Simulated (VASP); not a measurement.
Wanted: the native input for a VASP 6.6.1 run.

* Task: single point
* Functional: PBE
* Potentials or basis: VASP PAW PBE potentials, release 64 (P, Lu, As)
* Cutoff: 520 eV
* k mesh: 6 × 6 × 6
* Occupations: fermi-dirac, width 0.02 eV
* Spin: no spin polarisation
* Dipole correction: no
* Further INCAR settings: ALGO = Normal; EDIFF = 1e-06; NBANDS = 38

The structure of Lu2AsP lies in POSCAR:

```
Lu2AsP
1.0
    3.9607540783      0.0000000000      0.0000000000
    0.0000000000      3.9607540783      0.0000000000
    0.0000000000      0.0000000000      5.5974543405
P Lu As
1 2 1
Direct
    0.0000000000      0.0000000000      0.0000000000
    0.0000000000      0.0000000000      0.5000000000
    0.5000000000      0.5000000000      0.0000000000
    0.5000000000      0.5000000000      0.5000000000
```

One way to write it, as run:

INCAR

```
PREC = Accurate ; ENCUT = 520
EDIFF = 1E-6 ; ISMEAR = -1
SIGMA = 0.02 ; LREAL = F
LASPH = T ; NELM = 60
ALGO = Normal ; ISIF = 2
LWAVE = F ; LCHARG = T
GGA = PE ; LELF = T
LVHAR = T ; NBANDS = 38
```

KPOINTS

```
regular mesh
0
Gamma
  6 6 6
```

Potentials or basis: VASP PAW PBE potentials, release 64 (P, Lu, As).

Command:

```bash
$ cat potpaw_PBE.64/P/POTCAR potpaw_PBE.64/Lu/POTCAR potpaw_PBE.64/As/POTCAR > POTCAR
$ mpirun -np 1 vasp_std > vasp.out
```

It gave:

The pressure is 0.9 GPa and the band gap on the k mesh is zero (bands 30 and 31 overlap by 1.14 eV).

Caveat: spin-orbit coupling is left out, which moves the levels of the heavy elements.

It took 61 s on 1 thread of Intel(R) Xeon(R) 6975P-C (Granite Rapids) (shared host), peak memory 0.27 GiB.
